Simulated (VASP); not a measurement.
# Mg3Te (I4/mmm) in VASP: a series of runs, part 2 of 2

VASP 6.6.1. The steps go on from the part before.

## 4. Single point, PBE

This run uses another cell than the first one, of 25.63 Å³/atom, 1.019 times its volume.

Contents of INCAR:

```
  PREC = Accurate
  ENCUT = 520
  EDIFF = 1E-7
  ISMEAR = -1
  SIGMA = 0.05
  LREAL = F
  LASPH = T
  NELM = 60
  ALGO = Normal
  ISIF = 2
  LWAVE = F
  LCHARG = T
  GGA = PE
  LELF = T
  LVHAR = T
  NBANDS = 14
```

Contents of KPOINTS:

```
Automatic mesh
0
Gamma
  9 9 9
```

Contents of POSCAR:

```
Mg3Te
1.0
   -2.1813188878      2.1813188878      5.3860924991
    2.1813188878     -2.1813188878      5.3860924991
    2.1813188878      2.1813188878     -5.3860924991
Te Mg
1 3
Direct
    0.0000000000      0.0000000000      0.0000000000
    0.2500000000      0.7500000000      0.5000000000
    0.7500000000      0.2500000000      0.5000000000
    0.5000000000      0.5000000000      0.0000000000
```

Potentials or basis: VASP PAW PBE potentials, release 64 (Te, Mg).

Started as:

```bash
> cat potpaw_PBE.64/Te/POTCAR potpaw_PBE.64/Mg/POTCAR > POTCAR
> mpirun -np 1 vasp_std > vasp.out
```

OUTCAR:

```text
PREC = Accurate
   ENCUT = 520
   EDIFF = 1E-7
   ISMEAR = -1
   LREAL = F
   LASPH = T
   NELM = 60
   ISIF = 2
   GGA = PE

 ion  position               nearest neighbor table
   1  0.000  0.000  0.000-   4 3.08   4 3.08   4 3.08   4 3.08   3 3.47   2 3.47   3 3.47   2 3.47
                             3 3.47   3 3.47   2 3.47   2 3.47
   2  0.250  0.750  0.500-   3 3.08   3 3.08   3 3.08   3 3.08   4 3.47   1 3.47   4 3.47   4 3.47
                             1 3.47   1 3.47   4 3.47   1 3.47
   3  0.750  0.250  0.500-   2 3.08   2 3.08   2 3.08   2 3.08   4 3.47   1 3.47   4 3.47   1 3.47
                             4 3.47   4 3.47   1 3.47   1 3.47
   4  0.500  0.500  0.000-   1 3.08   1 3.08   1 3.08   1 3.08   3 3.47   2 3.47   3 3.47   3 3.47
                             2 3.47   2 3.47   3 3.47   2 3.47

  LATTYP: Found a body centered tetragonal cell.
 ALAT       =     4.3626377756
 C/A-ratio  =     2.4691907860

  Lattice vectors:

 A1 = (  -2.1813188878,   2.1813188878,   5.3860924991)
 A2 = (   2.1813188878,  -2.1813188878,   5.3860924991)
 A3 = (   2.1813188878,   2.1813188878,  -5.3860924991)

Analysis of symmetry for initial positions (statically):
=====================================================================
 Subroutine PRICEL returns:
 Original cell was already a primitive cell.

 Routine SETGRP: Setting up the symmetry group for a
 body centered tetragonal supercell.

 Subroutine GETGRP returns: Found 16 space group operations
 (whereof 16 operations were pure point group operations)
 out of a pool of 16 trial point group operations.

The static configuration has the point symmetry D_4h.

Analysis of symmetry for dynamics (positions and initial velocities):
=====================================================================
 Subroutine PRICEL returns:
 Original cell was already a primitive cell.

 Routine SETGRP: Setting up the symmetry group for a
 body centered tetragonal supercell.

 Subroutine GETGRP returns: Found 16 space group operations
 (whereof 16 operations were pure point group operations)
 out of a pool of 16 trial point group operations.

The dynamic configuration has the point symmetry D_4h.

 Subroutine INISYM returns: Found 16 space group operations
 (whereof 16 operations are pure point group operations),
 and found     1 'primitive' translations

----------------------------------------------------------------------------------------

                                     Primitive cell

  volume of cell :     102.5114

  direct lattice vectors                    reciprocal lattice vectors
    -2.181318888  2.181318888  5.386092499     0.000000000  0.229219122  0.092831677
     2.181318888 -2.181318888  5.386092499     0.229219122  0.000000000  0.092831677
     2.181318888  2.181318888 -5.386092499     0.229219122  0.229219122  0.000000000

  length of vectors
     6.206955501  6.206955501  6.206955501     0.247303712  0.247303712  0.324164791

  position of ions in fractional coordinates (direct lattice)
     0.000000000  0.000000000  0.000000000
     0.250000000  0.750000000  0.500000000
     0.750000000  0.250000000  0.500000000
     0.500000000  0.500000000  0.000000000

  ion indices of the primitive-cell ions
[... 60 lines left out ...]
   number of dos      NEDOS =    301   number of ions     NIONS =      4
   total plane-waves  NPLWV = 110592
   dimension x,y,z NGX =    48 NGY =   48 NGZ =   48
   dimension x,y,z NGXF=    96 NGYF=   96 NGZF=   96
   ions per type =               1   3
   NGX,Y,Z   is equivalent  to a cutoff of  12.86, 12.86, 12.86 a.u.
   NGXF,Y,Z  is equivalent  to a cutoff of  25.71, 25.71, 25.71 a.u.
 SYSTEM =  unknown system
   PREC   = accura    normal or accurate (medium, high low for compatibility)
   ISTART =      0    job   : 0-new  1-cont  2-samecut
   ICHARG =      2    charge: 1-file 2-atom 10-const
   ISPIN  =      1    spin polarized calculation?
   LNONCOLLINEAR =      F non collinear calculations
   LSORBIT =      F    spin-orbit coupling
   LASPH  =      T    aspherical Exc in radial PAW
   ENCUT  =  520.0 eV  38.22 Ry    6.18 a.u.  11.54 11.54 11.54*2*pi/ulx,y,z
   NELM   =     60;   NELMIN=  2; NELMDL= -5     # of ELM steps
   EDIFF  = 0.1E-06   stopping-criterion for ELM
   LREAL  =      F    real-space projection
   EDIFFG = 0.1E-05   stopping-criterion for IOM
   NSW    =      0    number of steps for IOM
   IBRION =     -1    ionic relax: 0-MD 1-quasi-New 2-CG
   NFREE  =      0    steps in history (QN), initial steepest desc. (CG)
   ISIF   =      2    stress and relaxation
   ISYM   =      2    0-nonsym 1-usesym 2-fastsym
   POTIM  = 0.5000    time-step for ionic-motion
   TEBEG  =    0.0;   TEEND  =   0.0 temperature during run
   PSTRESS=    0.0 pullay stress
   NELECT =      12.0000    total number of electrons
   NUPDOWN=      -1.0000    fix difference up-down
   EMIN   =  10.00;   EMAX   =-10.00  energy-range for DOS
   EFERMI =   0.00;   METHOD = LEGACY
   ISMEAR =    -1;   SIGMA  =   0.05  broadening in eV -4-tet -1-fermi 0-gaus
   EFERMI_NEDOS =   21; number of points for ismear=-14 and -15
   IALGO  =     38    algorithm
   IMIX   =      4    mixing-type and parameters
     AMIX     =   0.40;   BMIX     =  1.00
     AMIX_MAG =   1.60;   BMIX_MAG =  1.00
  volume/ion in A,a.u.               =      25.63       172.95
  Fermi-wavevector in a.u.,A,eV,Ry     =   0.800838  1.513364  8.725976  0.641341
  Thomas-Fermi vector in A             =   1.908210
   LORBIT       =      0    0 simple, 1 ext, 2 COOP (PROOUT), +10 PAW based schemes
   GGA     = PE    functional components
   LHFCALC =     F    Hartree Fock is set to
   AEXX    =    0.0000 exact exchange contribution
   IVDW    =     0    specifies the selected vdW correction
   LEPSILON=     F    determine dielectric tensor
   LRPA    =     F    only Hartree local field effects (RPA)
 non-spin polarized calculation
  energy-cutoff  :      520.00
  volume of cell :      102.51
 maximum number of plane-waves:      2788
 NGX is ok and might be reduce to    48
   NGX = 23   NGY = 23   NGZ = 23

 number of electron      12.0000000 magnetization

 Free energy of the ion-electron system (eV)
  ---------------------------------------------------
  ext. energy  EPLUGINS =         0.00000000
  ---------------------------------------------------
  free energy    TOTEN  =        -8.27081324 eV

  energy without entropy =       -8.24954327  energy(sigma->0) =       -8.26017826

 E-fermi :   4.1100     XC(G=0):  -8.7316

 val. band max:        4.1076175014   @ k =  -0.1111  -0.1111   0.1111
 cond. band min:       4.1124840091   @ k =   0.2222   0.1111   0.1111
 fundamental gap:      0.0048665077
 Fermi energy:         4.1100268781

 k-point     1 :       0.0000    0.0000    0.0000
  band No.  band energies     occupation
      1      -7.8641      2.00000
      2      -0.1511      2.00000
      3       0.1613      2.00000
      4       1.6092      2.00000
      5       1.6092      2.00000
      6       4.2866      0.05682
      7       5.3314      0.00000
      8       5.6630      0.00000
      9       5.6630      0.00000
     10       6.0049      0.00000
     11       7.4485      0.00000
     12      10.3027      0.00000
     13      10.3027      0.00000
     14      10.6734      0.00000
[... 377 lines left out ...]
      1      -7.1132      2.00000
      2      -0.7266      2.00000
      3      -0.4795      2.00000
      4       0.5192      2.00000
      5       1.8370      2.00000
      6       2.8201      2.00000
      7       4.0276      1.67736
      8       4.7404      0.00001
      9       5.4189      0.00000
     10       6.0869      0.00000
     11       9.0643      0.00000
     12       9.8360      0.00000
     13      11.6504      0.00000
     14      12.0233      0.00000

 [... further k-points ...]

------------------------ aborting loop because EDIFF is reached ----------------------------------------

  FORCE on cell =-STRESS in cart. coord.  units (eV):
  Direction    XX          YY          ZZ          XY          YZ          ZX
  --------------------------------------------------------------------------------------
  -------------------------------------------------------------------------------------
  Total       -1.2984304     -1.2984304     -1.0250230      0.0000000     -0.0000000      0.0000000
  in kB      -20.2935087    -20.2935087    -16.0203524      0.0000000     -0.0000000      0.0000000
  external PRESSURE =     -18.8691232 kB  Pullay stress =       0.0000000 kB

 VOLUME and BASIS-vectors are now :
 -----------------------------------------------------------------------------
  energy-cutoff  :      520.00
  volume of cell :      102.51
      direct lattice vectors                 reciprocal lattice vectors
    -2.181318888  2.181318888  5.386092499     0.000000000  0.229219122  0.092831677
     2.181318888 -2.181318888  5.386092499     0.229219122  0.000000000  0.092831677
     2.181318888  2.181318888 -5.386092499     0.229219122  0.229219122  0.000000000

 POSITION                                       TOTAL-FORCE (eV/Angst)
 -----------------------------------------------------------------------------------
      0.00000      0.00000      0.00000         0.000000      0.000000     -0.000000
      2.18132      0.00000      2.69305        -0.000000      0.000000      0.000000
      0.00000      2.18132      2.69305         0.000000     -0.000000      0.000000
      0.00000      0.00000      5.38609         0.000000      0.000000     -0.000000
 -----------------------------------------------------------------------------------
    total drift:                                0.000000     -0.000000     -0.000000

  FREE ENERGIE OF THE ION-ELECTRON SYSTEM (eV)
  ---------------------------------------------------
  free  energy   TOTEN  =        -8.2708132447 eV

  energy  without entropy=       -8.2495432711  energy(sigma->0) =       -8.26017826
```

OSZICAR:

```text
N       E                     dE             d eps       ncg     rms          rms(c)
DAV:   1     0.182551519630E+02    0.18255E+02   -0.37703E+03  2100   0.630E+02
DAV:   2    -0.682324034827E+01   -0.25078E+02   -0.23097E+02  2682   0.824E+01
DAV:   3    -0.839072236389E+01   -0.15675E+01   -0.15494E+01  2790   0.181E+01
DAV:   4    -0.840826011900E+01   -0.17538E-01   -0.17498E-01  2376   0.244E+00
DAV:   5    -0.840850105097E+01   -0.24093E-03   -0.24093E-03  2834   0.315E-01    0.545E+00
DAV:   6    -0.829907407402E+01    0.10943E+00   -0.14816E-01  2280   0.153E+00    0.337E+00
DAV:   7    -0.827479119221E+01    0.24283E-01   -0.87473E-02  2682   0.119E+00    0.617E-01
DAV:   8    -0.827100574817E+01    0.37854E-02   -0.12228E-02  2232   0.495E-01    0.257E-01
DAV:   9    -0.827083320094E+01    0.17255E-03   -0.14107E-03  2394   0.201E-01    0.653E-02
DAV:  10    -0.827081494826E+01    0.18253E-04   -0.84239E-05  2676   0.458E-02    0.308E-02
DAV:  11    -0.827081405489E+01    0.89337E-06   -0.21039E-05  2436   0.216E-02    0.947E-03
DAV:  12    -0.827081334248E+01    0.71241E-06   -0.42497E-06  2400   0.879E-03    0.435E-03
DAV:  13    -0.827081319034E+01    0.15214E-06   -0.48274E-07  2556   0.348E-03    0.351E-03
DAV:  14    -0.827081324473E+01   -0.54393E-07   -0.29525E-08  1308   0.745E-04
   1 F= -.82708132E+01 E0= -.82601783E+01  d E =-.212700E-01
```

Run time: 3.8 min. Hardware: 1 thread of Intel Xeon Platinum 8488C (Sapphire Rapids), shared host; peak memory 0.38 GiB.

Results:

```yaml
Free_energy: -8.2708 eV
Pressure: -1.9 GPa
Band_gap_on_the_k_mesh: zero (band 6 reaches 4.42 eV, above the bottom of band 7 at 3.21 eV)
```

Caveat: spin-orbit coupling is left out, which moves the levels of the heavy elements.

## 5. The runs side by side

```tsv
level	potentials or basis	cell	gap on the mesh (eV)	pressure (GPa)
LDA	VASP PAW LDA potentials, release 64 (Te, Mg)	a = 6.168 Å, angles 138.9, 138.9, 59.6°, 4 atoms	none	-3.7
LDA	VASP PAW LDA potentials, release 64 (Te, Mg)	a = 6.207 Å, angles 138.9, 138.9, 59.6°, 4 atoms	none	-4.2
PBE	VASP PAW PBE potentials, release 64 (Te, Mg)	a = 6.207 Å, angles 138.9, 138.9, 59.6°, 4 atoms	none	-1.9
```

Alike in all rows: task single point; no spin polarisation; k mesh 9 × 9 × 9; cutoff (eV) 520; smearing fermi-dirac 0.05 eV.

Caveats: spin-orbit coupling is left out, which moves the levels of the heavy elements.

Absolute energies hang on the potentials; compare differences alone.
